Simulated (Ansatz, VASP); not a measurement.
**One calculation of Rh, two programs**

```
CELL_PARAMETERS angstrom
0.00000 1.91042 1.91042
1.91042 0.00000 1.91042
1.91042 1.91042 0.00000
ATOMIC_POSITIONS crystal
Rh 0.00000 0.00000 0.00000
```

Change from the starting cell: volume scaled by 1.02.

Alike in both runs: task single point; functional LDA; k mesh 12 × 12 × 12; occupations fermi-dirac, width 0.05 eV; no spin polarisation.

|  | VASP | Ansatz |
| --- | --- | --- |
| version | VASP 6.6.1 | Ansatz 0.2.0 |
| potentials or method | VASP PAW LDA potentials, release 64 (Rh_pv), cutoff 520 eV | all-electron LAPW, scalar-relativistic |

|  | VASP | Ansatz | Ansatz less VASP |
| --- | --- | --- | --- |
| gap on the k mesh at the Fermi level (eV) | none | none | - |
| pressure (GPa) | -14.2 | -14.9 | -0.75 |

LDA's correlation is that of Perdew and Zunger in VASP and of Perdew and Wang (1992) in Ansatz. A gap of «none» marks a metal or a gap that the smearing closes. Ansatz ran all-electron here, and VASP with PAW potentials.
